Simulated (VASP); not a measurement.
A run of VASP 6.6.1 is set up as follows.

POSCAR

```
W
1.0
    0.0000000000      1.9691000000      2.0300000000
    1.9691000000      0.0000000000      2.0300000000
    1.9691000000      1.9691000000      0.0000000000
W
1
Direct
    0.0000000000      0.0000000000      0.0000000000
```

Contents of INCAR.step1:

```
SYSTEM = W
PREC     = Accurate       ! precision mode
ENCUT    = 520            ! plane-wave cutoff, eV
ISMEAR   = 0              ! smearing method
SIGMA    = 0.15           ! smearing width, eV
LREAL    = .FALSE.        ! projectors in reciprocal space
LASPH    = .TRUE.         ! aspherical terms in the spheres
NELM     = 100            ! most SCF steps
NBANDS   = 13             ! bands
GGA      = PE             ! functional
ALGO     = Normal         ! electronic algorithm
EDIFF    = 1E-4           ! SCF threshold, eV
LWAVE    = .TRUE.         ! write WAVECAR
LCHARG   = .FALSE.        ! write CHGCAR
```

INCAR.step2

```
SYSTEM = W
PREC     = Accurate       ! precision mode
ENCUT    = 520            ! plane-wave cutoff, eV
EDIFF    = 1E-6           ! SCF threshold, eV
ISMEAR   = 0              ! smearing method
SIGMA    = 0.15           ! smearing width, eV
LREAL    = .FALSE.        ! projectors in reciprocal space
LASPH    = .TRUE.         ! aspherical terms in the spheres
NELM     = 100            ! most SCF steps
ALGO     = Normal         ! electronic algorithm
ISIF     = 2              ! what is computed and relaxed
LWAVE    = .FALSE.        ! write WAVECAR
LCHARG   = .TRUE.         ! write CHGCAR
METAGGA  = R2SCAN         ! meta-GGA
LMIXTAU  = .TRUE.       
LELF     = .TRUE.         ! ELF
LVHAR    = .TRUE.       
NBANDS   = 13             ! bands
ISTART   = 1
```

Contents of KPOINTS:

```
regular mesh
0
G
  20 20 20
  0 0 0
```

Potentials or basis: VASP PAW PBE potentials, release 64 (W_sv).

The run is started by

```bash
$ cat potpaw_PBE.64/W_sv/POTCAR > POTCAR
$ cp INCAR.step1 INCAR
$ mpirun -np 1 vasp_std > vasp.out
$ cp INCAR.step2 INCAR
$ mpirun -np 1 vasp_std > vasp.out
```

Problem. What does it give for the pressure?

Solution. 10.6 GPa.

Problem. Predict the band gap on the k mesh.

Solution. Zero (bands 7 and 8 overlap by 3.98 eV).

Stress tensor (GPa, compression positive):
```
 6.74  0.00  0.00
 0.00  6.74  0.00
 0.00  0.00 18.31
```

Caveat: the cell differs from its parent crystal (strain -0.030 along x and y, +0.000 along z); the stress differs along the axes, from 7 to 18 GPa; the PAW data sets were made with another functional, which shifts forces and pressure a little; spin-orbit coupling is left out, which moves the levels of the heavy elements.
